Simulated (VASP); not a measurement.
A run of VASP 6.6.1:

File INCAR:

```
SYSTEM = Hg
PREC = Accurate
ENCUT = 520
EDIFF = 1E-7
ISMEAR = -1
SIGMA = 0.05
LREAL = .False.
LASPH = .True.
NELM = 60
ALGO = Normal
ISIF = 2
LWAVE = .False.
LCHARG = .False.
GGA = PE
NBANDS = 19
```

File KPOINTS:

```
regular mesh
0
Gamma
  16 16 16
  0 0 0
```

POSCAR

```
Hg
1.0
   -2.6087035252      2.6087035252      1.3632227141
    2.6087035252     -2.6087035252      1.3632227141
    2.6087035252      2.6087035252     -1.3632227141
Hg
2
Direct
   -0.3750000000     -0.1250000000     -0.2500000000
    0.3750000000      0.1250000000      0.2500000000
```

Potentials or basis: VASP PAW PBE potentials, release 64 (Hg).

The run is started by

```bash
$ cat potpaw_PBE.64/Hg/POTCAR > POTCAR
$ mpirun -np 1 vasp_std > vasp.out
```

Hardware: 1 thread of Oxide Virtual Turin-like Processor, on a shared host.

Q: Estimate the wall time of this run.

A: Wall time 6 min on 1 thread of Oxide Virtual Turin-like Processor (shared host), peak memory 0.29 GiB. Counts: scf iterations 13, k points 349.
